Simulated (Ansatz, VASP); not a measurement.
**Two plane-wave programs on SiC**

```
Si C
1.0
     0.00000    2.17841    2.17841
     2.17841    0.00000    2.17841
     2.17841    2.17841    0.00000
Si C
1 1
Direct
  0.00000 0.00000 0.00000
  0.75000 0.75000 0.75000
```

Alike in both runs: functional PBEsol; k mesh 12 × 12 × 12; no spin polarisation.

Ansatz relaxed the structure, and its values are those at the end. VASP's run is a single point on that final structure, the one shown.

|  | VASP | Ansatz |
| --- | --- | --- |
| version | VASP 6.6.1 | Ansatz 0.2.0 |
| potentials or method | VASP PAW PBE potentials, release 64 (Si, C), cutoff 520 eV | scalar-relativistic, plane waves, PAW |
| occupations | gaussian, width 0.01 eV | fixed |
| valence electrons in the cell | 8 | 8 |

```tsv
	VASP	Ansatz	Ansatz less VASP
gap on the k mesh at the Fermi level (eV)	1.23	1.24	+0.010
least direct gap on the mesh (eV)	4.44	4.45	+0.009
pressure (GPa)	0.4	0.0	-0.35
```

VASP's potentials were made for PBE, not for PBEsol.
